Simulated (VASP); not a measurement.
Here is a VASP 6.6.1 calculation.

File INCAR:

```
  ALGO = Normal
  EDIFF = 1E-7
  ENCUT = 520
  GGA = PS
  ISIF = 2
  ISMEAR = 0
  LASPH = True
  LCHARG = False
  LREAL = False
  LWAVE = False
  NBANDS = 18
  NELM = 100
  PREC = Accurate
  SIGMA = 0.1
```

KPOINTS

```
k-points
0
Gamma
  18 18 12
```

The input POSCAR:

```
PtSe2
1.0
    3.6465802120      0.0000000000      0.0000000000
   -1.8232901060      3.1580311005      0.0000000000
    0.0000000000      0.0000000000      5.1619695754
Pt Se
1 2
Direct
    0.0000000000      0.0000000000      0.0000000000
    0.6666666667      0.3333333333      0.7418414879
    0.3333333333      0.6666666667      0.2581585121
```

Potentials or basis: VASP PAW PBE potentials, release 64 (Pt, Se).

The run is started by

```sh
$ cat potpaw_PBE.64/Pt/POTCAR potpaw_PBE.64/Se/POTCAR > POTCAR
$ mpirun -np 1 vasp_std > vasp.out
```

Question: Predict the largest force.

Answer: 0.017 eV/Å.

Question: What does it give for the pressure?

Answer: 3.9 GPa.

Stress tensor (GPa, compression positive):
```
5.80 0.00 0.00
0.00 5.80 0.00
0.00 0.00 0.07
```

Caveat: the cell differs from its parent crystal (biaxial strain in the a-b plane: -3.0 %, then relaxed in part); the cell stands under pressure; the PAW data sets were made with another functional, which shifts forces and pressure a little.
